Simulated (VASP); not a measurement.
A run of VASP 6.6.1 is set up as follows.

File INCAR:

```
SYSTEM = Ta
ALGO     = Normal         ! electronic algorithm
DIPOL    = 0.5 0.5 0.500
EDIFF    = 1E-7           ! SCF threshold, eV
ENCUT    = 520            ! plane-wave cutoff, eV
GGA      = PS             ! functional
IDIPOL   = 3            
ISIF     = 2              ! what is computed and relaxed
ISMEAR   = -1             ! smearing method
LASPH    = .True.         ! aspherical terms in the spheres
LCHARG   = .False.        ! write CHGCAR
LDIPOL   = .True.       
LREAL    = .False.        ! projectors in reciprocal space
LWAVE    = .False.        ! write WAVECAR
NBANDS   = 42             ! bands
NELM     = 100            ! most SCF steps
PREC     = Accurate       ! precision mode
SIGMA    = 0.05           ! smearing width, eV
```

File KPOINTS:

```
k-points
0
Gamma
  9 9 1
  0 0 0
```

POSCAR

```
Ta
1.0
    4.6415170996      0.0000000000      0.0000000000
   -2.3207585498      4.0196717203      0.0000000000
    0.0000000000      0.0000000000     20.7372000000
Ta
6
Direct
    0.1666666667      0.3333333333      0.4003032895
    0.5000000000      1.0000000000      0.4355765075
    0.8333333333      0.6666666667      0.4714784872
    0.1666666667      0.3333333333      0.5285214933
    0.5000000000      1.0000000000      0.5644235197
    0.8333333333      0.6666666667      0.5996967025
```

Potentials or basis: VASP PAW PBE potentials, release 64 (Ta_pv).

Launch:

```console
$ cat potpaw_PBE.64/Ta_pv/POTCAR > POTCAR
$ mpirun -np 1 vasp_std > vasp.out
```

**Question.** What does it give for the band gap on the k mesh?

**Answer.** Zero (bands 33 and 34 overlap by 0.11 eV).

**Question.** Predict the largest force.

**Answer.** 0.010 eV/Å.

Forces on the atoms (eV/Å):
```
Ta   0.000  0.000 -0.010
Ta   0.000  0.000 -0.010
Ta   0.000  0.000  0.001
Ta   0.000  0.000 -0.001
Ta   0.000  0.000  0.010
Ta   0.000  0.000  0.010
```

Caveat: the PAW data sets were made with another functional, which shifts forces and pressure a little; spin-orbit coupling is left out, which moves the levels of the heavy elements.
